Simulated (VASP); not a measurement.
Write the native input for VASP 6.6.1 that does the following.

| Quantity | Value |
| --- | --- |
| Task | single point |
| Functional | PBE |
| Potentials or basis | VASP PAW PBE potentials, release 64 (Ga_d, P) |
| Cutoff | 520 eV |
| k mesh | 2 × 2 × 2 |
| Occupations | gaussian, width 0.02 eV |
| Spin | collinear spin |
| Starting moments | [0.0, 0.0, 0.0, 0.0, 0.0, 0.0, 0.0, 0.0, 1.0, 0.0, 0.0, 0.0, 0.0, 0.0, 0.0, 0.0, 0.0] μB |
| Dipole correction | no |
| Further INCAR settings | LREAL = Auto; ALGO = Normal; EDIFF = 1e-06; NBANDS = 96 |

The structure of Ga9P8 (a cell with a defect) lies in POSCAR:

```
Ga9P8
1.0
   -5.5051169764      5.5051169764      0.0000000000
   -5.5051169764      0.0000000000      5.5051169764
    0.0000000000      5.5051169764      5.5051169764
Ga P
9 8
Direct
    1.0071457389      1.0059952314      0.4951657073
    0.4941206993      1.0056992805      0.4954457993
    1.0070863728      0.4925791106      0.4954783430
    1.0008463198      0.9990973080      0.0021680633
    0.5003176206      0.4993261838      0.5017565518
    0.4940182124      1.0059695174      0.0084432843
    1.0071228878      0.4929626441      0.0085253253
    0.4940009301      0.4926246467      0.0085257257
    0.7508337733      0.7493036636      0.7520779659
    0.8791411304      0.8775104781      0.3668350958
    0.3764338593      0.8717323680      0.3777371436
    0.8728173565      0.3752365510      0.3777707410
    0.8790571896      0.8779145707      0.8804015921
    0.3763823597      0.3749939724      0.3778274297
    0.3655257761      0.8775021039      0.8803951626
    0.8790060903      0.3638821207      0.8805305196
    0.3763801145      0.3752227006      0.8742030012
```

This cell differs from its parent crystal: with an interstitial atom, then relaxed in part.

One way to write it, as run:

INCAR

```
ALGO     = Normal         # electronic algorithm
EDIFF    = 1E-6           # SCF threshold, eV
ENCUT    = 520            # plane-wave cutoff, eV
GGA      = PE             # functional
ISIF     = 2              # what is computed and relaxed
ISMEAR   = 0              # smearing method
ISPIN    = 2              # spin polarisation
LASPH    = T              # aspherical terms in the spheres
LCHARG   = F              # write CHGCAR
LORBIT   = 11             # projections on sites
LREAL    = Auto         
LWAVE    = F              # write WAVECAR
MAGMOM   = 0 0 0 0 0 0 0 0 1 0 0 0 0 0 0 0 0 # initial moments
NBANDS   = 96             # bands
NELM     = 150            # most SCF steps
PREC     = Accurate       # precision mode
SIGMA    = 0.02           # smearing width, eV
```

KPOINTS

```
k-points
0
Gamma
  2 2 2
```

Potentials or basis: VASP PAW PBE potentials, release 64 (Ga_d, P).

Launch:

```sh
$ cat potpaw_PBE.64/Ga_d/POTCAR potpaw_PBE.64/P/POTCAR > POTCAR
$ mpirun -np 1 vasp_std > vasp.out
```

Results of the run:

```
Pressure                                              : 5.5 GPa
Largest force                                         : 0.011 eV/Å
Net moment                                            : 0.02 μB per cell
Valence electrons inside the program's atomic spheres : Ga 11.69, 11.81, 11.70, 11.79 (each value once); P 2.52, 2.55 (each value once)
```

Caveat: the k points lie up to 0.49 Å⁻¹ apart; the cell differs from its parent crystal (with an interstitial atom, then relaxed in part).

Run time: 33 min on 1 thread of Oxide Virtual Turin-like Processor, with other jobs on the host, peak memory 0.78 GiB.
